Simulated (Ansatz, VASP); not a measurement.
Pb: VASP beside Ansatz

```
Pb
1.0
    -1.95304    1.95304    1.95304
     1.95304   -1.95304    1.95304
     1.95304    1.95304   -1.95304
Pb
1
Direct
  0.00000 0.00000 0.00000
```

Alike in both runs: task single point; functional r2SCAN; k mesh 13 × 13 × 13; occupations fermi-dirac, width 0.1 eV; no spin polarisation.

|  | VASP | Ansatz |
| --- | --- | --- |
| version | VASP 6.6.1 | Ansatz 0.2.0 |
| potentials or method | VASP PAW PBE potentials, release 64 (Pb_d), cutoff 520 eV | plane waves (500 eV) with PAW, scalar-relativistic |
| valence electrons in the cell | 14 | 14 |

|  | VASP | Ansatz | Ansatz less VASP |
| --- | --- | --- | --- |
| pressure (GPa) | 1.9 | 1.9 | 0.00 |

VASP's potentials were made for PBE, not for r2SCAN. With one functional, cell and mesh, what is left measures potentials, basis and numerics.

Neither program's run includes spin-orbit coupling.
